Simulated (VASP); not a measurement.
# Rh (Fm-3m) in VASP: notebook

Runs on Rh. Level: LDA. Tasks: single point, relaxation of cell and atoms.

All numbers are computed with VASP 6.6.1; they aren't measurements. Logs are shortened: lines on timing, memory, paths and dates and some standing lists are left out, and cuts for length are marked.

**1. The cell of the first run**

The structure is cubic, space group Fm-3m (No. 225). The conventional cell has a = 3.754 Å, b = 3.754 Å, c = 3.754 Å, α = 90.00°, β = 90.00°, γ = 90.00°. Within 3.5 Å of Rh (site symmetry m-3m) lie 12 Rh at 2.65 Å.

**2. Single point, LDA**

INCAR

```
ALGO = Normal
EDIFF = 1E-6
ENCUT = 520
ISIF = 2
ISMEAR = -1
LASPH = T
LCHARG = F
LREAL = F
LWAVE = F
NBANDS = 14
NELM = 80
PREC = Accurate
SIGMA = 0.05
```

KPOINTS

```
k-points
0
Gamma
  10 10 10
```

POSCAR

```
Rh
1.0
    2.6543713910      0.0000000000      0.0000000000
    1.3271856955      2.2987530556      0.0000000000
    1.3271856955      0.7662510185      2.1672851652
Rh
1
Direct
    0.0000000000      0.0000000000      0.0000000000
```

Potentials or basis: VASP PAW LDA potentials, release 64 (Rh_pv).

Launch:

```sh
cat potpaw_LDA.64/Rh_pv/POTCAR > POTCAR
mpirun -np 1 vasp_std > vasp.out
```

OUTCAR:

```text
EDIFF = 1E-6
   ENCUT = 520
   ISIF = 2
   ISMEAR = -1
   LASPH = T
   LREAL = F
   NELM = 80
   PREC = Accurate

 ion  position               nearest neighbor table
   1  0.000  0.000  0.000-

  LATTYP: Found a face centered cubic cell.
 ALAT       =     3.7538480206

  Lattice vectors:

 A1 = (   2.6543713910,   0.0000000000,   0.0000000000)
 A2 = (   1.3271856955,   2.2987530556,   0.0000000000)
 A3 = (   1.3271856955,   0.7662510185,   2.1672851652)

Analysis of symmetry for initial positions (statically):
=====================================================================
 Subroutine PRICEL returns:
 Original cell was already a primitive cell.

 Routine SETGRP: Setting up the symmetry group for a
 face centered cubic supercell.

 Subroutine GETGRP returns: Found 48 space group operations
 (whereof 48 operations were pure point group operations)
 out of a pool of 48 trial point group operations.

The static configuration has the point symmetry O_h .

Analysis of symmetry for dynamics (positions and initial velocities):
=====================================================================
 Subroutine PRICEL returns:
 Original cell was already a primitive cell.

 Routine SETGRP: Setting up the symmetry group for a
 face centered cubic supercell.

 Subroutine GETGRP returns: Found 48 space group operations
 (whereof 48 operations were pure point group operations)
 out of a pool of 48 trial point group operations.

The dynamic configuration has the point symmetry O_h .

 Subroutine INISYM returns: Found 48 space group operations
 (whereof 48 operations are pure point group operations),
 and found     1 'primitive' translations

----------------------------------------------------------------------------------------

                                     Primitive cell

  volume of cell :      13.2242

  direct lattice vectors                    reciprocal lattice vectors
     2.654371391  0.000000000  0.000000000     0.376737032 -0.217509227 -0.153802249
     1.327185696  2.298753056  0.000000000     0.000000000  0.435018454 -0.153802249
     1.327185696  0.766251018  2.167285165     0.000000000  0.000000000  0.461406748

  length of vectors
     2.654371391  2.654371391  2.654371391     0.461406748  0.461406748  0.461406748

  position of ions in fractional coordinates (direct lattice)
     0.000000000  0.000000000  0.000000000

  ion indices of the primitive-cell ions
   primitive index   ion index
                 1           1

----------------------------------------------------------------------------------------

 KPOINTS: k-points

Automatic generation of k-mesh.
 Grid dimensions read from file:
 generate k-points for:   10   10   10

 Generating k-lattice:

  Cartesian coordinates                     Fractional coordinates (reciprocal lattice)
     0.037673703 -0.021750923 -0.015380225     0.100000000  0.000000000  0.000000000
     0.000000000  0.043501845 -0.015380225     0.000000000  0.100000000  0.000000000
     0.000000000  0.000000000  0.046140675     0.000000000  0.000000000  0.100000000

  Length of vectors
     0.046140675  0.046140675  0.046140675

  Shift w.r.t. Gamma in fractional coordinates (k-lattice)
     0.000000000  0.000000000  0.000000000

 Subroutine IBZKPT returns following result:
 ===========================================

 Found     47 irreducible k-points:

 Following reciprocal coordinates:
            Coordinates               Weight
  0.000000  0.000000  0.000000      1.000000
  0.100000  0.000000  0.000000      8.000000
  0.200000  0.000000  0.000000      8.000000
  0.300000  0.000000  0.000000      8.000000
  0.400000  0.000000 -0.000000      8.000000
  0.500000  0.000000 -0.000000      4.000000
[... 16 lines left out ...]
  0.300000  0.300000  0.000000      6.000000
  0.400000  0.300000 -0.000000     24.000000
 [... further k-points ...]
   k-points           NKPTS =     47   k-points in BZ     NKDIM =     47   number of bands    NBANDS=     14
   number of dos      NEDOS =    301   number of ions     NIONS =      1
   total plane-waves  NPLWV =   8000
   dimension x,y,z NGX =    20 NGY =   20 NGZ =   20
   dimension x,y,z NGXF=    40 NGYF=   40 NGZF=   40
   ions per type =               1
   NGX,Y,Z   is equivalent  to a cutoff of  12.53, 12.53, 12.53 a.u.
   NGXF,Y,Z  is equivalent  to a cutoff of  25.05, 25.05, 25.05 a.u.
 SYSTEM =  unknown system
   PREC   = accura    normal or accurate (medium, high low for compatibility)
   ISTART =      0    job   : 0-new  1-cont  2-samecut
   ICHARG =      2    charge: 1-file 2-atom 10-const
   ISPIN  =      1    spin polarized calculation?
   LNONCOLLINEAR =      F non collinear calculations
   LSORBIT =      F    spin-orbit coupling
   LASPH  =      T    aspherical Exc in radial PAW
   ENCUT  =  520.0 eV  38.22 Ry    6.18 a.u.   4.94  4.94  4.94*2*pi/ulx,y,z
   NELM   =     80;   NELMIN=  2; NELMDL= -5     # of ELM steps
   EDIFF  = 0.1E-05   stopping-criterion for ELM
   LREAL  =      F    real-space projection
   EDIFFG = 0.1E-04   stopping-criterion for IOM
   NSW    =      0    number of steps for IOM
   IBRION =     -1    ionic relax: 0-MD 1-quasi-New 2-CG
   NFREE  =      0    steps in history (QN), initial steepest desc. (CG)
   ISIF   =      2    stress and relaxation
   ISYM   =      2    0-nonsym 1-usesym 2-fastsym
   POTIM  = 0.5000    time-step for ionic-motion
   TEBEG  =    0.0;   TEEND  =   0.0 temperature during run
   PSTRESS=    0.0 pullay stress
   NELECT =      15.0000    total number of electrons
   NUPDOWN=      -1.0000    fix difference up-down
   EMIN   =  10.00;   EMAX   =-10.00  energy-range for DOS
   EFERMI =   0.00;   METHOD = LEGACY
   ISMEAR =    -1;   SIGMA  =   0.05  broadening in eV -4-tet -1-fermi 0-gaus
   EFERMI_NEDOS =   21; number of points for ismear=-14 and -15
   IALGO  =     38    algorithm
   IMIX   =      4    mixing-type and parameters
     AMIX     =   0.40;   BMIX     =  1.00
     AMIX_MAG =   1.60;   BMIX_MAG =  1.00
  volume/ion in A,a.u.               =      13.22        89.24
  Fermi-wavevector in a.u.,A,eV,Ry     =   1.707321  3.226369 39.660243  2.914946
  Thomas-Fermi vector in A             =   2.786195
   LORBIT       =      0    0 simple, 1 ext, 2 COOP (PROOUT), +10 PAW based schemes
   GGA     = CA    functional components
   LHFCALC =     F    Hartree Fock is set to
   AEXX    =    0.0000 exact exchange contribution
   IVDW    =     0    specifies the selected vdW correction
   LEPSILON=     F    determine dielectric tensor
   LRPA    =     F    only Hartree local field effects (RPA)
 non-spin polarized calculation
  energy-cutoff  :      520.00
  volume of cell :       13.22
 maximum number of plane-waves:       368
   NGX =  9   NGY =  9   NGZ =  9

 number of electron      15.0000002 magnetization

 Free energy of the ion-electron system (eV)
  ---------------------------------------------------
  ext. energy  EPLUGINS =         0.00000000
  ---------------------------------------------------
  free energy    TOTEN  =        -8.69801235 eV

  energy without entropy =       -8.68628861  energy(sigma->0) =       -8.69215048

 E-fermi :  12.4826     XC(G=0): -14.6012

 val. band max:       12.4358641513   @ k =   0.3000   0.3000   0.0000
 cond. band min:      12.4880573298   @ k =   0.5000   0.4000   0.1000
 fundamental gap:      0.0521931785
 Fermi energy:        12.4826158759

 k-point     1 :       0.0000    0.0000    0.0000
  band No.  band energies     occupation
      1     -33.7914      2.00000
      2     -33.7914      2.00000
      3     -33.7914      2.00000
      4       4.1265      2.00000
      5       9.1390      2.00000
      6       9.1390      2.00000
      7       9.1390      2.00000
      8      11.4013      2.00000
      9      11.4013      2.00000
     10      28.3533      0.00000
     11      32.6745      0.00000
     12      33.9857      0.00000
     13      33.9857      0.00000
     14      33.9857      0.00000

 k-point     2 :       0.1000    0.0000    0.0000
  band No.  band energies     occupation
      1     -33.8758      2.00000
      2     -33.8027      2.00000
      3     -33.8027      2.00000
      4       4.5365      2.00000
      5       8.9640      2.00000
      6       9.2958      2.00000
      7       9.2958      2.00000
      8      11.3180      2.00000
      9      11.3180      2.00000
     10      28.9565      0.00000
     11      32.1600      0.00000
     12      32.6781      0.00000
     13      34.6103      0.00000
     14      34.6103      0.00000

 k-point     3 :       0.2000    0.0000    0.0000
  band No.  band energies     occupation
      1     -34.0938      2.00000
      2     -33.8321      2.00000
      3     -33.8321      2.00000
      4       5.5265      2.00000
      5       8.7803      2.00000
      6       9.5370      2.00000
      7       9.5370      2.00000
      8      11.3385      2.00000
      9      11.3385      2.00000
     10      29.2529      0.00000
     11      30.0701      0.00000
     12      32.6752      0.00000
     13      36.2870      0.00000
     14      36.2870      0.00000

 k-point     4 :       0.3000    0.0000    0.0000
  band No.  band energies     occupation
      1     -34.3570      2.00000
      2     -33.8682      2.00000
      3     -33.8682      2.00000
      4       6.1282      2.00000
      5       9.4301      2.00000
      6       9.4301      2.00000
      7       9.6810      2.00000
      8      11.9210      1.99997
      9      11.9210      1.99997
     10      26.2434      0.00000
     11      29.6559      0.00000
     12      32.6756      0.00000
     13      37.2044      0.00000
     14      37.2044      0.00000

 k-point     5 :       0.4000    0.0000   -0.0000
  band No.  band energies     occupation
      1     -34.5653      2.00000
      2     -33.8973      2.00000
      3     -33.8973      2.00000
      4       6.0357      2.00000
      5       9.1767      2.00000
      6       9.1767      2.00000
      7      11.7731      2.00000
      8      12.7080      0.02181
      9      12.7080      0.02181
     10      23.1246      0.00000
     11      28.3853      0.00000
[... 276 lines left out ...]
 k-point    22 :      -0.2000    0.2000    0.0000
  band No.  band energies     occupation
      1     -34.3152      2.00000
      2     -34.0314      2.00000
      3     -33.8643      2.00000
      4       7.2351      2.00000
      5       8.1514      2.00000
      6       9.1989      2.00000
      7      10.3790      2.00000
      8      10.5825      2.00000
      9      13.7652      0.00000
     10      27.5832      0.00000
     11      29.2685      0.00000
     12      32.6664      0.00000
     13      33.0359      0.00000
     14      35.1945      0.00000

 k-point    23 :       0.3000    0.3000    0.0000
  band No.  band energies     occupation
      1     -34.3299      2.00000
      2     -33.9964      2.00000
      3     -33.9964      2.00000
      4       6.5731      2.00000
      5       6.9853      2.00000
      6      11.1378      2.00000
      7      11.5355      2.00000
      8      11.5355      2.00000
      9      12.4359      1.43619
     10      30.0090      0.00000
     11      30.0090      0.00000
     12      30.4207      0.00000
     13      32.6686      0.00000
     14      33.8512      0.00000

 k-point    24 :       0.4000    0.3000   -0.0000
  band No.  band energies     occupation
      1     -34.4423      2.00000
      2     -34.0583      2.00000
      3     -34.0313      2.00000
      4       6.4908      2.00000
      5       6.8119      2.00000
      6      10.8935      2.00000
      7      11.7153      2.00000
      8      12.9768      0.00010
      9      13.8794      0.00000
     10      27.0043      0.00000
     11      28.8333      0.00000
     12      29.1012      0.00000
     13      32.6717      0.00000
     14      34.7515      0.00000

 [... further k-points ...]

------------------------ aborting loop because EDIFF is reached ----------------------------------------

  FORCE on cell =-STRESS in cart. coord.  units (eV):
  Direction    XX          YY          ZZ          XY          YZ          ZX
  --------------------------------------------------------------------------------------
  -------------------------------------------------------------------------------------
  Total        0.0730346      0.0730346      0.0730346      0.0000000     -0.0000000     -0.0000000
  in kB        8.8484880      8.8484880      8.8484880      0.0000000     -0.0000000     -0.0000000
  external PRESSURE =       8.8484880 kB  Pullay stress =       0.0000000 kB

 VOLUME and BASIS-vectors are now :
 -----------------------------------------------------------------------------
  energy-cutoff  :      520.00
  volume of cell :       13.22
      direct lattice vectors                 reciprocal lattice vectors
     2.654371391  0.000000000  0.000000000     0.376737032 -0.217509227 -0.153802249
     1.327185696  2.298753056  0.000000000     0.000000000  0.435018454 -0.153802249
     1.327185696  0.766251018  2.167285165     0.000000000  0.000000000  0.461406748

 POSITION                                       TOTAL-FORCE (eV/Angst)
 -----------------------------------------------------------------------------------
      0.00000      0.00000      0.00000        -0.000000      0.000000      0.000000
 -----------------------------------------------------------------------------------
    total drift:                                0.000000      0.000000      0.000000

  FREE ENERGIE OF THE ION-ELECTRON SYSTEM (eV)
  ---------------------------------------------------
  free  energy   TOTEN  =        -8.6980123458 eV

  energy  without entropy=       -8.6862886133  energy(sigma->0) =       -8.69215048
```

Run time: 9.8 s. Hardware: 1 thread of Intel Xeon 8259CL, shared host; peak memory 0.12 GiB.

What came out:

```yaml
Free_energy: -8.6980 eV
Pressure: 0.9 GPa
Band_gap_on_the_k_mesh: zero (an odd number of electrons rules out a gap without spin polarisation)
```

Levels at points of the mesh, in eV from the Fermi level:
```
           k point  band 4  band 5  band 6  band 7  band 8  band 9  band 10  band 11
(0.00, 0.00, 0.00)   -8.36   -3.34   -3.34   -3.34   -1.08   -1.08    15.87    20.19
(0.50, 0.00, 0.00)   -6.54   -3.42   -3.42    0.58    0.58    0.62     8.96    15.41
(0.50, 0.50, 0.00)   -6.76   -6.39    0.57    1.02    1.02    3.22    12.71    13.40
```

**3. Relaxation of cell and atoms, LDA**

This run uses another cell than the first one, of 13.67 Å³/atom.

INCAR

```
SYSTEM = Rh
ALGO = Normal ; EDIFF = 1E-7
EDIFFG = -0.01 ; ENCUT = 600
GGA = CA ; IBRION = 2
ISIF = 3 ; ISMEAR = -1
LASPH = .True. ; LCHARG = .False.
LREAL = .False. ; LWAVE = .False.
NELM = 100 ; NSW = 80
PREC = Accurate ; SIGMA = 0.05
```

KPOINTS

```
k-points
0
Gamma
  10 10 10
  0 0 0
```

POSCAR

```
Rh
1.0
    2.6839650000      0.0000000000      0.0000000000
    1.3419825000      2.3243818729      0.0000000000
    1.3419825000      0.7747939576      2.1914482458
Rh
1
Direct
    0.0000000000      0.0000000000      0.0000000000
```

Potentials or basis: VASP PAW LDA potentials, release 64 (Rh_pv).

Launch:

```sh
cat potpaw_LDA.64/Rh_pv/POTCAR > POTCAR
mpirun -np 1 vasp_std > vasp.out
```

It took 29 s on 1 thread of Intel Xeon 8259CL, shared host; peak memory 0.14 GiB.

Results (log left out):

- Free energy: -8.6986 eV
- Relaxed volume: 13.26 Å³/atom
- Relaxed cell: a = 2.657 Å, b = 2.657 Å, c = 2.657 Å, α = 60.00°, β = 60.00°, γ = 60.00°
- Space group after relaxing (to 0.1 Å): Fm-3m (No. 225)
- Energy gained by relaxing: 12.1 meV/atom
- Ionic steps: 4
- Pressure after relaxing: 0.0 GPa
- Band gap on the k mesh: zero (an odd number of electrons rules out a gap without spin polarisation)

The path:
```tsv
step	energy change (eV)	largest force (eV/Å)	pressure (GPa)	volume (Å³)
1	0.0000	0.0000	-9.05	13.67
2	0.0870	0.0000	32.69	12.20
3	-0.0120	0.0000	-0.29	13.27
4	-0.0121	0.0000	-0.05	13.26
```

Final structure:
```xyz
1
Lattice="2.6567 0.0000 0.0000 1.3284 2.3008 0.0000 1.3284 0.7669 2.1692" Properties=species:S:1:pos:R:3 pbc="T T T"
Rh    2.6567    0.0000    0.0000
```

Levels at points of the mesh, in eV from the Fermi level:
```csv
k point,band 4,band 5,band 6,band 7,band 8,band 9,band 10,band 11
"(0.00, 0.00, 0.00)",-8.34,-3.33,-3.33,-3.33,-1.08,-1.08,15.87,20.20
"(0.50, 0.00, 0.00)",-6.52,-3.40,-3.40,0.58,0.58,0.62,8.93,15.41
"(0.50, 0.50, 0.00)",-6.73,-6.36,0.57,1.02,1.02,3.21,12.68,13.38
```
